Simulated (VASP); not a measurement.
Mo: single point with PBE

Crystal: Mo.

```
Mo
1.0
     0.00000    2.09258    2.09258
     2.09258    0.00000    2.09258
     2.09258    2.09258    0.00000
Mo
1
Direct
  0.00000 0.00000 0.00000
```

```json
{"Program": "VASP 6.6.1", "Task": "single point", "Functional": "PBE", "Potentials or basis": "VASP PAW PBE potentials, release 64 (Mo_sv)", "Cutoff": "520 eV", "k mesh": "10 × 10 × 10", "Occupations": "gaussian, width 0.05 eV", "Spin": "no spin polarisation", "Dipole correction": "no", "Further INCAR settings": "ALGO = Normal; EDIFF = 1e-06; NBANDS = 13"}
```

- Pressure: -24.1 GPa
- Band gap on the k mesh: zero (band 7 reaches 13.13 eV, above the bottom of band 8 at 9.30 eV)

Levels at points of the mesh, in eV from the Fermi level:
```tsv
k point	band 3	band 4	band 5	band 6	band 7	band 8	band 9	band 10	band 11	band 12
(0.00, 0.00, 0.00)	-34.40	-34.40	-6.32	-0.57	-0.57	-0.57	1.62	1.62	12.95	17.56
(0.50, 0.00, 0.00)	-34.51	-34.51	-4.01	-0.71	-0.71	1.15	3.30	3.30	9.23	12.57
(0.50, 0.50, 0.00)	-34.70	-34.70	-4.16	-3.55	3.26	3.31	3.77	3.77	11.40	11.40
```

Run time: 3.8 s on 1 thread of Intel(R) Xeon(R) 6975P-C (Granite Rapids), with other jobs on the host, peak memory 0.13 GiB.
